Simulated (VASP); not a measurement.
# InGa3As4 in VASP: a series of runs

The runs below take InGa3As4 through single point, with PBE.

All numbers are computed with VASP 6.6.1; they aren't measurements. Logs are shortened: lines on timing, memory, paths and dates and some standing lists are left out, and cuts for length are marked.

### Step 1. The cell of the first run

The structure is tetragonal, space group P-4m2 (No. 115). Conventional cell: a = 4.134 Å, b = 4.134 Å, c = 11.761 Å, α = 90.00°, β = 90.00°, γ = 90.00°. Within 3.5 Å of In (site symmetry -4m2) lie 4 As at 2.64 Å. Within 3.3 Å of Ga (site symmetry 2mm) lie 4 As at 2.50 to 2.51 Å. Ga (site symmetry -4m2) has 4 As at 2.51 Å within 3.3 Å. As (site symmetry 2mm) has 4 Ga at 2.51 Å within 3.3 Å. Within 3.3 Å of As (site symmetry 2mm) lie 2 Ga at 2.50 Å and 2 In at 2.64 Å.

### Step 2. Single point, PBE

Contents of INCAR:

```
SYSTEM = InGa3As4
  PREC = Accurate
  ENCUT = 520
  EDIFF = 1E-6
  ISMEAR = 0
  SIGMA = 0.1
  LREAL = .False.
  LASPH = .True.
  NELM = 80
  ALGO = Normal
  ISIF = 2
  LWAVE = .False.
  LCHARG = .False.
  GGA = PE
  NBANDS = 46
```

Contents of KPOINTS:

```
Automatic mesh
0
Gamma
  4 4 2
  0 0 0
```

Contents of POSCAR:

```
InGa3As4
1.0
    4.1340901000      0.0000000000      0.0000000000
    0.0000000000      4.1340901000      0.0000000000
    0.0000000000      0.0000000000     11.7605484000
In Ga As
1 3 4
Direct
    0.0000000000      0.0000000000      0.0000000000
    0.5000000000      0.5000000000      0.2590530000
    0.0000000000      0.0000000000      0.5000000000
    0.5000000000      0.5000000000      0.7409470000
    0.5000000000      0.0000000000      0.3795890000
    0.0000000000      0.5000000000      0.6204110000
    0.5000000000      0.0000000000      0.8602910000
    0.0000000000      0.5000000000      0.1397090000
```

Potentials or basis: VASP PAW PBE potentials, release 64 (In_d, Ga_d, As).

Command:

```
> cat potpaw_PBE.64/In_d/POTCAR potpaw_PBE.64/Ga_d/POTCAR potpaw_PBE.64/As/POTCAR > POTCAR
> mpirun -np 1 vasp_std > vasp.out
```

OUTCAR:

```text
SYSTEM = InGa3As4
   PREC = Accurate
   ENCUT = 520
   EDIFF = 1E-6
   ISMEAR = 0
   LREAL = .False.
   LASPH = .True.
   NELM = 80
   ISIF = 2
   GGA = PE

 ion  position               nearest neighbor table
   1  0.000  0.000  0.000-   7 2.64   8 2.64   8 2.64   7 2.64
   2  0.500  0.500  0.259-   8 2.50   8 2.50   5 2.51   5 2.51
   3  0.000  0.000  0.500-   5 2.51   6 2.51   6 2.51   5 2.51
   4  0.500  0.500  0.741-   7 2.50   7 2.50   6 2.51   6 2.51
   5  0.500  0.000  0.380-   3 2.51   3 2.51   2 2.51   2 2.51
   6  0.000  0.500  0.620-   3 2.51   3 2.51   4 2.51   4 2.51
   7  0.500  0.000  0.860-   4 2.50   4 2.50   1 2.64   1 2.64
   8  0.000  0.500  0.140-   2 2.50   2 2.50   1 2.64   1 2.64

  LATTYP: Found a simple tetragonal cell.
 ALAT       =     4.1340901000
 C/A-ratio  =     2.8447731219

  Lattice vectors:

 A1 = (   4.1340901000,   0.0000000000,   0.0000000000)
 A2 = (   0.0000000000,   4.1340901000,   0.0000000000)
 A3 = (   0.0000000000,   0.0000000000,  11.7605484000)

Analysis of symmetry for initial positions (statically):
=====================================================================
 Subroutine PRICEL returns:
 Original cell was already a primitive cell.

 Routine SETGRP: Setting up the symmetry group for a
 simple tetragonal supercell.

 Subroutine GETGRP returns: Found  8 space group operations
 (whereof  8 operations were pure point group operations)
 out of a pool of 16 trial point group operations.

The static configuration has the point symmetry D_2d.

Analysis of symmetry for dynamics (positions and initial velocities):
=====================================================================
 Subroutine PRICEL returns:
 Original cell was already a primitive cell.

 Routine SETGRP: Setting up the symmetry group for a
 simple tetragonal supercell.

 Subroutine GETGRP returns: Found  8 space group operations
 (whereof  8 operations were pure point group operations)
 out of a pool of 16 trial point group operations.

The dynamic configuration has the point symmetry D_2d.

 Subroutine INISYM returns: Found  8 space group operations
 (whereof  8 operations are pure point group operations),
 and found     1 'primitive' translations

----------------------------------------------------------------------------------------

                                     Primitive cell

  volume of cell :     200.9960

  direct lattice vectors                    reciprocal lattice vectors
     4.134090100  0.000000000  0.000000000     0.241891196  0.000000000  0.000000000
     0.000000000  4.134090100  0.000000000     0.000000000  0.241891196  0.000000000
     0.000000000  0.000000000 11.760548400     0.000000000  0.000000000  0.085030048

  length of vectors
     4.134090100  4.134090100 11.760548400     0.241891196  0.241891196  0.085030048

  position of ions in fractional coordinates (direct lattice)
     0.000000000  0.000000000  0.000000000
     0.500000000  0.500000000  0.259053000
     0.000000000  0.000000000  0.500000000
     0.500000000  0.500000000  0.740947000
     0.500000000  0.000000000  0.379589000
     0.000000000  0.500000000  0.620411000
     0.500000000  0.000000000  0.860291000
     0.000000000  0.500000000  0.139709000

  ion indices of the primitive-cell ions
   primitive index   ion index
                 1           1
                 2           2
                 3           3
                 4           4
                 5           5
                 6           6
                 7           7
                 8           8

----------------------------------------------------------------------------------------

 KPOINTS: Automatic mesh

Automatic generation of k-mesh.
 Grid dimensions read from file:
 generate k-points for:    4    4    2

 Generating k-lattice:

  Cartesian coordinates                     Fractional coordinates (reciprocal lattice)
     0.060472799  0.000000000  0.000000000     0.250000000  0.000000000  0.000000000
     0.000000000  0.060472799  0.000000000     0.000000000  0.250000000  0.000000000
     0.000000000  0.000000000  0.042515024     0.000000000  0.000000000  0.500000000

  Length of vectors
     0.060472799  0.060472799  0.042515024

  Shift w.r.t. Gamma in fractional coordinates (k-lattice)
     0.000000000  0.000000000  0.000000000

 Subroutine IBZKPT returns following result:
 ===========================================

 Found     12 irreducible k-points:

 Following reciprocal coordinates:
            Coordinates               Weight
  0.000000  0.000000  0.000000      1.000000
  0.250000  0.000000  0.000000      4.000000
  0.500000  0.000000  0.000000      2.000000
  0.250000  0.250000  0.000000      4.000000
  0.500000  0.250000  0.000000      4.000000
  0.500000  0.500000  0.000000      1.000000
  0.000000  0.000000  0.500000      1.000000
  0.250000  0.000000  0.500000      4.000000
  0.500000  0.000000  0.500000      2.000000
  0.250000  0.250000  0.500000      4.000000
  0.500000  0.250000  0.500000      4.000000
  0.500000  0.500000  0.500000      1.000000
   k-points           NKPTS =     12   k-points in BZ     NKDIM =     12   number of bands    NBANDS=     46
   number of dos      NEDOS =    301   number of ions     NIONS =      8
   total plane-waves  NPLWV =  92160
   dimension x,y,z NGX =    32 NGY =   32 NGZ =   90
   dimension x,y,z NGXF=    64 NGYF=   64 NGZF=  180
   ions per type =               1   3   4
   NGX,Y,Z   is equivalent  to a cutoff of  12.87, 12.87, 12.72 a.u.
   NGXF,Y,Z  is equivalent  to a cutoff of  25.74, 25.74, 25.44 a.u.
 SYSTEM =  InGa3As4
   PREC   = accura    normal or accurate (medium, high low for compatibility)
   ISTART =      0    job   : 0-new  1-cont  2-samecut
   ICHARG =      2    charge: 1-file 2-atom 10-const
   ISPIN  =      1    spin polarized calculation?
   LNONCOLLINEAR =      F non collinear calculations
   LSORBIT =      F    spin-orbit coupling
   LASPH  =      T    aspherical Exc in radial PAW
   ENCUT  =  520.0 eV  38.22 Ry    6.18 a.u.   7.69  7.69 21.87*2*pi/ulx,y,z
   NELM   =     80;   NELMIN=  2; NELMDL= -5     # of ELM steps
   EDIFF  = 0.1E-05   stopping-criterion for ELM
   LREAL  =      F    real-space projection
   EDIFFG = 0.1E-04   stopping-criterion for IOM
   NSW    =      0    number of steps for IOM
   IBRION =     -1    ionic relax: 0-MD 1-quasi-New 2-CG
   NFREE  =      0    steps in history (QN), initial steepest desc. (CG)
   ISIF   =      2    stress and relaxation
   ISYM   =      2    0-nonsym 1-usesym 2-fastsym
   POTIM  = 0.5000    time-step for ionic-motion
   TEBEG  =    0.0;   TEEND  =   0.0 temperature during run
   PSTRESS=    0.0 pullay stress
   NELECT =      72.0000    total number of electrons
   NUPDOWN=      -1.0000    fix difference up-down
   EMIN   =  10.00;   EMAX   =-10.00  energy-range for DOS
   EFERMI =   0.00;   METHOD = LEGACY
   ISMEAR =     0;   SIGMA  =   0.10  broadening in eV -4-tet -1-fermi 0-gaus
   EFERMI_NEDOS =   21; number of points for ismear=-14 and -15
   IALGO  =     38    algorithm
   IMIX   =      4    mixing-type and parameters
     AMIX     =   0.40;   BMIX     =  1.00
     AMIX_MAG =   1.60;   BMIX_MAG =  1.00
  volume/ion in A,a.u.               =      25.12       169.55
  Fermi-wavevector in a.u.,A,eV,Ry     =   1.162670  2.197128 18.392380  1.351802
  Thomas-Fermi vector in A             =   2.299229
   LORBIT       =      0    0 simple, 1 ext, 2 COOP (PROOUT), +10 PAW based schemes
   GGA     = PE    functional components
   LHFCALC =     F    Hartree Fock is set to
   AEXX    =    0.0000 exact exchange contribution
   IVDW    =     0    specifies the selected vdW correction
   LEPSILON=     F    determine dielectric tensor
   LRPA    =     F    only Hartree local field effects (RPA)
 non-spin polarized calculation
 Gauss-broadening in eV      SIGMA  =   0.10
  energy-cutoff  :      520.00
  volume of cell :      201.00
 maximum number of plane-waves:      5452
 NGX is ok and might be reduce to    32
   NGX = 15   NGY = 15   NGZ = 43

 number of electron      71.9999980 magnetization

 Free energy of the ion-electron system (eV)
  ---------------------------------------------------
  ext. energy  EPLUGINS =         0.00000000
  ---------------------------------------------------
  free energy    TOTEN  =       -32.20317601 eV

  energy without entropy =      -32.19900564  energy(sigma->0) =      -32.20109083

 E-fermi :   3.6837     XC(G=0):  -9.2142

 val. band max:        3.6776228485   @ k =   0.0000   0.0000   0.0000
 cond. band min:       4.3325213720   @ k =   0.5000   0.0000   0.0000
 fundamental gap:      0.6548985235
 Fermi energy:         3.6836996995

 k-point     1 :       0.0000    0.0000    0.0000
  band No.  band energies     occupation
      1     -11.1724      2.00000
      2     -11.1494      2.00000
      3     -11.1068      2.00000
      4     -11.1003      2.00000
      5     -11.1003      2.00000
      6     -11.0912      2.00000
[... 38 lines left out ...]
     45       7.3982      0.00000
     46       7.4380      0.00000

 k-point     2 :       0.2500    0.0000    0.0000
  band No.  band energies     occupation
      1     -11.1652      2.00000
      2     -11.1492      2.00000
      3     -11.1247      2.00000
      4     -11.1120      2.00000
      5     -11.0968      2.00000
      6     -11.0912      2.00000
[... 38 lines left out ...]
     45       8.0481      0.00000
     46       8.7794      0.00000

 k-point     3 :       0.5000    0.0000    0.0000
  band No.  band energies     occupation
      1     -11.1579      2.00000
      2     -11.1538      2.00000
      3     -11.1456      2.00000
      4     -11.1201      2.00000
      5     -11.0937      2.00000
      6     -11.0892      2.00000
[... 430 lines left out ...]
     45       9.4420      0.00000
     46       9.5440      0.00000

 k-point    12 :       0.5000    0.5000    0.5000
  band No.  band energies     occupation
      1     -11.1798      2.00000
      2     -11.1798      2.00000
      3     -11.1497      2.00000
      4     -11.1497      2.00000
      5     -11.0671      2.00000
      6     -11.0667      2.00000
[... 38 lines left out ...]
     45      11.0852      0.00000
     46      11.0888      0.00000

------------------------ aborting loop because EDIFF is reached ----------------------------------------

  FORCE on cell =-STRESS in cart. coord.  units (eV):
  Direction    XX          YY          ZZ          XY          YZ          ZX
  --------------------------------------------------------------------------------------
  -------------------------------------------------------------------------------------
  Total        0.8747553      0.8747553     -0.1361272      0.0000000     -0.0000000      0.0000000
  in kB        6.9728406      6.9728406     -1.0850959      0.0000000     -0.0000000      0.0000000
  external PRESSURE =       4.2868618 kB  Pullay stress =       0.0000000 kB

 VOLUME and BASIS-vectors are now :
 -----------------------------------------------------------------------------
  energy-cutoff  :      520.00
  volume of cell :      201.00
      direct lattice vectors                 reciprocal lattice vectors
     4.134090100  0.000000000  0.000000000     0.241891196  0.000000000  0.000000000
     0.000000000  4.134090100  0.000000000     0.000000000  0.241891196  0.000000000
     0.000000000  0.000000000 11.760548400     0.000000000  0.000000000  0.085030048

 POSITION                                       TOTAL-FORCE (eV/Angst)
 -----------------------------------------------------------------------------------
      0.00000      0.00000      0.00000        -0.000000     -0.000000     -0.000000
      2.06705      2.06705      3.04661         0.000000      0.000000     -0.005033
      0.00000      0.00000      5.88027        -0.000000     -0.000000     -0.000000
      2.06705      2.06705      8.71394        -0.000000     -0.000000      0.005033
      2.06705      0.00000      4.46417        -0.000000     -0.000000      0.000402
      0.00000      2.06705      7.29637        -0.000000     -0.000000     -0.000402
      2.06705      0.00000     10.11749        -0.000000     -0.000000     -0.021915
      0.00000      2.06705      1.64305        -0.000000     -0.000000      0.021915
 -----------------------------------------------------------------------------------
    total drift:                                0.000000     -0.000000      0.000000

  FREE ENERGIE OF THE ION-ELECTRON SYSTEM (eV)
  ---------------------------------------------------
  free  energy   TOTEN  =       -32.2031760113 eV

  energy  without entropy=      -32.1990056433  energy(sigma->0) =      -32.20109083
```

It took 71 s on 1 thread of Intel Xeon 6975P-C (Granite Rapids), shared host; peak memory 0.35 GiB.

What came out:

| Property | Result |
| --- | --- |
| Free energy | -32.2032 eV |
| Pressure | 0.4 GPa |
| Largest force | 0.022 eV/Å |
| Band gap on the k mesh | zero (filled and empty bands touch) |

Forces on the atoms (eV/Å):
```
In   0.000  0.000  0.000
Ga   0.000  0.000 -0.005
Ga   0.000  0.000  0.000
Ga   0.000  0.000  0.005
As   0.000  0.000  0.000
As   0.000  0.000  0.000
As   0.000  0.000 -0.022
As   0.000  0.000  0.022
```

Levels at points of the mesh, in eV from the Fermi level:
| k point | band 32 | band 33 | band 34 | band 35 | band 36 | band 37 | band 38 | band 39 | band 40 | band 41 |
| --- | --- | --- | --- | --- | --- | --- | --- | --- | --- | --- |
| (0.00, 0.00, 0.00) | -1.36 | -1.36 | -0.16 | -0.11 | -0.01 | -0.01 | 1.46 | 1.54 | 2.04 | 2.17 |
| (0.50, 0.00, 0.00) | -1.27 | -1.23 | -1.09 | -1.07 | -0.63 | 0.65 | 0.84 | 2.27 | 2.74 | 4.30 |
| (0.50, 0.50, 0.00) | -3.04 | -2.53 | -2.46 | -2.46 | -2.36 | 1.51 | 1.51 | 1.61 | 1.80 | 4.17 |
| (0.00, 0.00, 0.50) | -2.09 | -0.73 | -0.73 | -0.44 | -0.44 | 1.43 | 1.44 | 1.65 | 1.90 | 2.29 |
| (0.50, 0.00, 0.50) | -2.09 | -1.27 | -1.27 | -1.24 | -0.63 | 1.61 | 1.69 | 1.74 | 2.17 | 4.07 |
| (0.50, 0.50, 0.50) | -2.83 | -2.78 | -2.75 | -2.72 | -2.72 | 2.44 | 2.44 | 2.52 | 2.56 | 2.56 |

Caveat: the k points lie up to 0.38 Å⁻¹ apart; semilocal functionals underestimate gaps, and a narrow one can read as zero; spin-orbit coupling is left out, which moves the levels of the heavy elements.

### Step 3. Single point, PBE

Contents of INCAR:

```
SYSTEM = InGa3As4
PREC = Accurate
ENCUT = 520
EDIFF = 1E-6
ISMEAR = 0
SIGMA = 0.2
LREAL = .FALSE.
LASPH = .TRUE.
NELM = 80
ALGO = Normal
ISIF = 2
LWAVE = .FALSE.
LCHARG = .TRUE.
GGA = PE
LELF = .TRUE.
LVHAR = .TRUE.
NBANDS = 46
```

Contents of KPOINTS:

```
regular mesh
0
G
  6 6 2
  0 0 0
```

POSCAR is that of step 2.

Potentials or basis: VASP PAW PBE potentials, release 64 (In_d, Ga_d, As).

Command:

```
> cat potpaw_PBE.64/In_d/POTCAR potpaw_PBE.64/Ga_d/POTCAR potpaw_PBE.64/As/POTCAR > POTCAR
> mpirun -np 1 vasp_std > vasp.out
```

It took 1.9 min on 1 thread of Intel Xeon 6975P-C (Granite Rapids), shared host; peak memory 0.4 GiB.

Results (log left out):

* Free energy: -32.4010 eV
* Pressure: 0.2 GPa
* Band gap on the k mesh: zero (filled and empty bands touch)

Stress tensor (GPa, compression positive):
```
0.25 0.00 0.00
0.00 0.25 0.00
0.00 0.00 0.11
```

Levels at points of the mesh, in eV from the Fermi level:
```tsv
k point	band 32	band 33	band 34	band 35	band 36	band 37	band 38	band 39	band 40	band 41
(0.00, 0.00, 0.00)	-1.44	-1.44	-0.24	-0.20	-0.09	-0.09	1.38	1.46	1.96	2.09
(0.50, 0.00, 0.00)	-1.35	-1.31	-1.17	-1.16	-0.71	0.57	0.76	2.18	2.66	4.22
(0.50, 0.50, 0.00)	-3.12	-2.62	-2.54	-2.54	-2.44	1.43	1.43	1.53	1.72	4.08
(0.00, 0.00, 0.50)	-2.17	-0.82	-0.82	-0.52	-0.52	1.35	1.36	1.56	1.82	2.21
(0.50, 0.00, 0.50)	-2.17	-1.36	-1.35	-1.33	-0.72	1.53	1.61	1.66	2.09	4.00
(0.50, 0.50, 0.50)	-2.91	-2.86	-2.83	-2.80	-2.80	2.36	2.36	2.44	2.47	2.47
```

Caveat: semilocal functionals underestimate gaps, and a narrow one can read as zero; spin-orbit coupling is left out, which moves the levels of the heavy elements.

(Part 1 of 2 ends here.)

The gap in the log of VASP goes by the Fermi energy; the results here count the filled bands.